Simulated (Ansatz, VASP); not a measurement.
ZnIn2O6 in VASP and in Ansatz

```xyz
9
Lattice="6.0616 0.0000 0.0000 -3.0308 5.2495 0.0000 0.0000 0.0000 3.2645" Properties=species:S:1:pos:R:3 pbc="T T T"
Zn    0.0000    0.0000    1.6322
In    0.0000    3.4997    2.5267
In    3.0308    1.7498    0.7378
O     3.0308    3.2690    2.3488
O     1.7152    0.9903    2.3488
O     4.3464    0.9903    2.3488
O     0.0000    1.9805    0.9157
O     1.3156    4.2592    0.9157
O    -1.3156    4.2592    0.9157
```

Alike in both runs: functional PBE; k mesh 6 × 6 × 12; occupations gaussian, width 0.1 eV; collinear spin.

Ansatz relaxed the structure, and its values are those at the end. VASP's run is a single point on that final structure, the one shown.

|  | VASP | Ansatz |
| --- | --- | --- |
| version | VASP 6.6.1 | Ansatz 0.2.0 |
| potentials or method | VASP PAW PBE potentials, release 64 (Zn, In_d, O), cutoff 600 eV | scalar-relativistic, plane waves, PAW |
| valence electrons in the cell | 74 | 74 |

```csv
,VASP,Ansatz,Ansatz less VASP
gap on the k mesh at the Fermi level (eV),none,none,-
pressure (GPa),0.2,0.0,-0.22
rms of the force components (eV/Å),0.009,0.003,-0.0057
net moment per atom (μB),0.44,0.44,0.000
size of the moment on the site where the two differ most (μB),0.58,0.63,+0.052
```

Site moments also hang on the region over which each program counts them. A gap of «none» marks a metal or a gap that the smearing closes. With one functional, cell and mesh, what is left measures potentials, basis and numerics.
